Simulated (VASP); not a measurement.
# LiCl (I4/mmm) in VASP: a series of runs, part 3 of 3

VASP 6.6.1. The steps go on from the part before.

### 6 Single point, PBE (strain +0.000 along x and y, +0.030 along z)

Contents of INCAR:

```
ALGO = Normal ; EDIFF = 1E-7
ENCUT = 520 ; GGA = PE
ISIF = 2 ; ISMEAR = 0
LASPH = True ; LCHARG = False
LREAL = False ; LWAVE = False
NBANDS = 12 ; NELM = 80
PREC = Accurate ; SIGMA = 0.05
```

Contents of KPOINTS:

```
k-points
0
Gamma
  8 8 8
```

Contents of POSCAR:

```
LiCl
1.0
    0.0000000000      2.5647600000      2.6417028000
    2.5647600000      0.0000000000      2.6417028000
    2.5647600000      2.5647600000      0.0000000000
Li Cl
1 1
Direct
    0.0000000000      0.0000000000      0.0000000000
    0.5000000000      0.5000000000      0.5000000000
```

Potentials or basis: VASP PAW PBE potentials, release 64 (Li_sv, Cl).

Started as:

```bash
$ cat potpaw_PBE.64/Li_sv/POTCAR potpaw_PBE.64/Cl/POTCAR > POTCAR
$ mpirun -np 1 vasp_std > vasp.out
```

OUTCAR:

```text
EDIFF = 1E-7
   ENCUT = 520
   GGA = PE
   ISIF = 2
   ISMEAR = 0
   LASPH = True
   LREAL = False
   NELM = 80
   PREC = Accurate

 ion  position               nearest neighbor table
   1  0.000  0.000  0.000-   2 2.56   2 2.56   2 2.56   2 2.56
   2  0.500  0.500  0.500-   1 2.56   1 2.56   1 2.56   1 2.56

  LATTYP: Found a body centered tetragonal cell.
 ALAT       =     3.6271183762
 C/A-ratio  =     1.4566399692

  Lattice vectors:

 A1 = (  -2.5647600000,   0.0000000000,   2.6417028000)
 A2 = (   2.5647600000,   0.0000000000,   2.6417028000)
 A3 = (   0.0000000000,   2.5647600000,  -2.6417028000)

Analysis of symmetry for initial positions (statically):
=====================================================================
 Subroutine PRICEL returns:
 Original cell was already a primitive cell.

 Routine SETGRP: Setting up the symmetry group for a
 body centered tetragonal supercell.

 Subroutine GETGRP returns: Found 16 space group operations
 (whereof 16 operations were pure point group operations)
 out of a pool of 16 trial point group operations.

The static configuration has the point symmetry D_4h.

Analysis of symmetry for dynamics (positions and initial velocities):
=====================================================================
 Subroutine PRICEL returns:
 Original cell was already a primitive cell.

 Routine SETGRP: Setting up the symmetry group for a
 body centered tetragonal supercell.

 Subroutine GETGRP returns: Found 16 space group operations
 (whereof 16 operations were pure point group operations)
 out of a pool of 16 trial point group operations.

The dynamic configuration has the point symmetry D_4h.

 Subroutine INISYM returns: Found 16 space group operations
 (whereof 16 operations are pure point group operations),
 and found     1 'primitive' translations

----------------------------------------------------------------------------------------

                                     Primitive cell

  volume of cell :      34.7542

  direct lattice vectors                    reciprocal lattice vectors
     0.000000000  2.564760000  2.641702800    -0.194950015  0.194950015  0.189271859
     2.564760000  0.000000000  2.641702800     0.194950015 -0.194950015  0.189271859
     2.564760000  2.564760000  0.000000000     0.194950015  0.194950015 -0.189271859

  length of vectors
     3.681927150  3.681927150  3.627118376     0.334417184  0.334417184  0.334417184

  position of ions in fractional coordinates (direct lattice)
     0.000000000  0.000000000  0.000000000
     0.500000000  0.500000000  0.500000000

  ion indices of the primitive-cell ions
   primitive index   ion index
                 1           1
                 2           2

----------------------------------------------------------------------------------------

 KPOINTS: k-points

Automatic generation of k-mesh.
 Grid dimensions read from file:
 generate k-points for:    8    8    8

 Generating k-lattice:

  Cartesian coordinates                     Fractional coordinates (reciprocal lattice)
    -0.024368752  0.024368752  0.023658982     0.125000000  0.000000000  0.000000000
     0.024368752 -0.024368752  0.023658982     0.000000000  0.125000000  0.000000000
     0.024368752  0.024368752 -0.023658982     0.000000000  0.000000000  0.125000000

  Length of vectors
     0.041802148  0.041802148  0.041802148

  Shift w.r.t. Gamma in fractional coordinates (k-lattice)
     0.000000000  0.000000000  0.000000000

 Subroutine IBZKPT returns following result:
 ===========================================

 Found     59 irreducible k-points:

 Following reciprocal coordinates:
            Coordinates               Weight
  0.000000  0.000000  0.000000      1.000000
  0.125000  0.000000  0.000000      8.000000
  0.250000  0.000000  0.000000      8.000000
  0.375000  0.000000  0.000000      8.000000
  0.500000  0.000000  0.000000      4.000000
  0.125000  0.125000  0.000000      2.000000
[... 16 lines left out ...]
  0.250000  0.000000  0.125000     16.000000
  0.375000  0.000000  0.125000     16.000000
 [... further k-points ...]
   k-points           NKPTS =     59   k-points in BZ     NKDIM =     59   number of bands    NBANDS=     12
   number of dos      NEDOS =    301   number of ions     NIONS =      2
   total plane-waves  NPLWV =  21952
   dimension x,y,z NGX =    28 NGY =   28 NGZ =   28
   dimension x,y,z NGXF=    56 NGYF=   56 NGZF=   56
   ions per type =               1   1
   NGX,Y,Z   is equivalent  to a cutoff of  12.64, 12.64, 12.83 a.u.
   NGXF,Y,Z  is equivalent  to a cutoff of  25.29, 25.29, 25.67 a.u.
 SYSTEM =  unknown system
   PREC   = accura    normal or accurate (medium, high low for compatibility)
   ISTART =      0    job   : 0-new  1-cont  2-samecut
   ICHARG =      2    charge: 1-file 2-atom 10-const
   ISPIN  =      1    spin polarized calculation?
   LNONCOLLINEAR =      F non collinear calculations
   LSORBIT =      F    spin-orbit coupling
   LASPH  =      T    aspherical Exc in radial PAW
   ENCUT  =  520.0 eV  38.22 Ry    6.18 a.u.   6.85  6.85  6.74*2*pi/ulx,y,z
   NELM   =     80;   NELMIN=  2; NELMDL= -5     # of ELM steps
   EDIFF  = 0.1E-06   stopping-criterion for ELM
   LREAL  =      F    real-space projection
   EDIFFG = 0.1E-05   stopping-criterion for IOM
   NSW    =      0    number of steps for IOM
   IBRION =     -1    ionic relax: 0-MD 1-quasi-New 2-CG
   NFREE  =      0    steps in history (QN), initial steepest desc. (CG)
   ISIF   =      2    stress and relaxation
   ISYM   =      2    0-nonsym 1-usesym 2-fastsym
   POTIM  = 0.5000    time-step for ionic-motion
   TEBEG  =    0.0;   TEEND  =   0.0 temperature during run
   PSTRESS=    0.0 pullay stress
   NELECT =      10.0000    total number of electrons
   NUPDOWN=      -1.0000    fix difference up-down
   EMIN   =  10.00;   EMAX   =-10.00  energy-range for DOS
   EFERMI =   0.00;   METHOD = LEGACY
   ISMEAR =     0;   SIGMA  =   0.05  broadening in eV -4-tet -1-fermi 0-gaus
   EFERMI_NEDOS =   21; number of points for ismear=-14 and -15
   IALGO  =     38    algorithm
   IMIX   =      4    mixing-type and parameters
     AMIX     =   0.40;   BMIX     =  1.00
     AMIX_MAG =   1.60;   BMIX_MAG =  1.00
  volume/ion in A,a.u.               =      17.38       117.27
  Fermi-wavevector in a.u.,A,eV,Ry     =   1.080784  2.042386 15.892893  1.168095
  Thomas-Fermi vector in A             =   2.216784
   LORBIT       =      0    0 simple, 1 ext, 2 COOP (PROOUT), +10 PAW based schemes
   GGA     = PE    functional components
   LHFCALC =     F    Hartree Fock is set to
   AEXX    =    0.0000 exact exchange contribution
   IVDW    =     0    specifies the selected vdW correction
   LEPSILON=     F    determine dielectric tensor
   LRPA    =     F    only Hartree local field effects (RPA)
 non-spin polarized calculation
 Gauss-broadening in eV      SIGMA  =   0.05
  energy-cutoff  :      520.00
  volume of cell :       34.75
 maximum number of plane-waves:       954
   NGX = 13   NGY = 13   NGZ = 13

 number of electron      10.0000009 magnetization

 Free energy of the ion-electron system (eV)
  ---------------------------------------------------
  ext. energy  EPLUGINS =         0.00000000
  ---------------------------------------------------
  free energy    TOTEN  =        -7.38354232 eV

  energy without entropy =       -7.38354232  energy(sigma->0) =       -7.38354232

 E-fermi :   0.7602     XC(G=0):  -8.6026

 val. band max:        0.4076030303   @ k =   0.0000   0.0000   0.0000
 cond. band min:       6.5354744253   @ k =   0.0000   0.0000   0.0000
 fundamental gap:      6.1278713949
 Fermi energy:         0.7602383695

 k-point     1 :       0.0000    0.0000    0.0000
  band No.  band energies     occupation
      1     -43.2123      2.00000
      2     -12.9351      2.00000
      3       0.3353      2.00000
      4       0.3353      2.00000
      5       0.4076      2.00000
      6       6.5355      0.00000
      7      12.1102      0.00000
      8      12.3635      0.00000
      9      12.3635      0.00000
     10      14.3462      0.00000
     11      14.6833      0.00000
     12      14.9087      0.00000
[... 331 lines left out ...]
 k-point    24 :       0.3750    0.0000    0.1250
  band No.  band energies     occupation
      1     -43.2104      2.00000
      2     -12.4965      2.00000
      3      -1.7504      2.00000
      4      -0.0669      2.00000
      5      -0.0513      2.00000
      6       7.9469      0.00000
      7       9.9518      0.00000
      8      10.8909      0.00000
      9      11.2929      0.00000
     10      14.3556      0.00000
     11      16.6093      0.00000
     12      17.2775      0.00000

 [... further k-points ...]
[... 5 lines left out ...]
  --------------------------------------------------------------------------------------
  -------------------------------------------------------------------------------------
  Total       -0.0734899     -0.0734899     -0.2340054      0.0000000      0.0000000      0.0000000
  in kB       -3.3879000     -3.3879000    -10.7877034      0.0000000      0.0000000      0.0000000
  external PRESSURE =      -5.8545011 kB  Pullay stress =       0.0000000 kB

 VOLUME and BASIS-vectors are now :
 -----------------------------------------------------------------------------
  energy-cutoff  :      520.00
  volume of cell :       34.75
      direct lattice vectors                 reciprocal lattice vectors
     0.000000000  2.564760000  2.641702800    -0.194950015  0.194950015  0.189271859
     2.564760000  0.000000000  2.641702800     0.194950015 -0.194950015  0.189271859
     2.564760000  2.564760000  0.000000000     0.194950015  0.194950015 -0.189271859

 POSITION                                       TOTAL-FORCE (eV/Angst)
 -----------------------------------------------------------------------------------
      0.00000      0.00000      0.00000         0.000000     -0.000000      0.000000
      2.56476      2.56476      2.64170        -0.000000      0.000000      0.000000
 -----------------------------------------------------------------------------------
    total drift:                                0.000000      0.000000      0.000000

  FREE ENERGIE OF THE ION-ELECTRON SYSTEM (eV)
  ---------------------------------------------------
  free  energy   TOTEN  =        -7.3835423220 eV

  energy  without entropy=       -7.3835423220  energy(sigma->0) =       -7.38354232
```

stdout:

```text
POSCAR found type information on POSCAR LiCl
 POSCAR found :  2 types and       2 ions
 scaLAPACK will be used
 LDA part: xc-table for (Slater+PW92), standard interpolation
 POSCAR, INCAR and KPOINTS ok, starting setup
 FFT: planning ... GRIDC
 FFT: planning ... GRID_SOFT
 FFT: planning ... GRID
 WAVECAR not read
 entering main loop
```

Run time: 11 s. Hardware: 1 thread of Intel Xeon 6975P-C (Granite Rapids), shared host; peak memory 0.16 GiB.

What came out:

| Item | Value |
| --- | --- |
| Free energy | -7.3835 eV |
| Band gap on the k mesh | 6.13 eV, direct |

Levels at points of the mesh, in eV from the valence-band top:
| k point | band 3 | band 4 | band 5 | band 6 | band 7 | band 8 |
| --- | --- | --- | --- | --- | --- | --- |
| (0.00, 0.00, 0.00) | -0.07 | -0.07 | 0.00 | 6.13 | 11.70 | 11.96 |
| (0.50, 0.00, 0.00) | -2.74 | -0.33 | -0.25 | 6.68 | 9.33 | 9.55 |
| (0.50, 0.50, 0.00) | -2.80 | -1.04 | -1.04 | 7.82 | 8.38 | 11.88 |
| (0.50, 0.00, 0.50) | -2.81 | -1.22 | -1.03 | 7.76 | 8.25 | 12.28 |

Caveat: the cell differs from its parent crystal (strain +0.000 along x and y, +0.030 along z); the cutoff is under 1.25 times the usual one of these potentials, so pressure, stress and relaxed cells hold a basis-set (Pulay) error.

### 7 Summary

| cell | gap on the mesh (eV) |
| --- | --- |
| a = 3.628, b = 3.628, c = 3.573 Å, angles 60.5, 60.5, 59.0°, 2 atoms | 6.38 |
| a = 3.655, b = 3.655, c = 3.573 Å, angles 60.7, 60.7, 58.5°, 2 atoms | 6.28 |
| a = 3.654, b = 3.654, c = 3.627 Å, angles 60.2, 60.2, 59.5°, 2 atoms | 6.23 |
| a = 3.628, b = 3.628, c = 3.682 Å, angles 59.5, 59.5, 61.0°, 2 atoms | 6.23 |
| a = 3.682, b = 3.682, c = 3.627 Å, angles 60.5, 60.5, 59.0°, 2 atoms | 6.13 |

Alike in all rows: task single point; level PBE; potentials or basis VASP PAW PBE potentials, release 64 (Li_sv, Cl); no spin polarisation; k mesh 8 × 8 × 8; cutoff (eV) 520; smearing gaussian 0.05 eV.

Caveats: the cutoff is under 1.25 times the usual one of these potentials, so pressure, stress and relaxed cells hold a basis-set (Pulay) error.

Absolute energies hang on the potentials; compare differences alone.
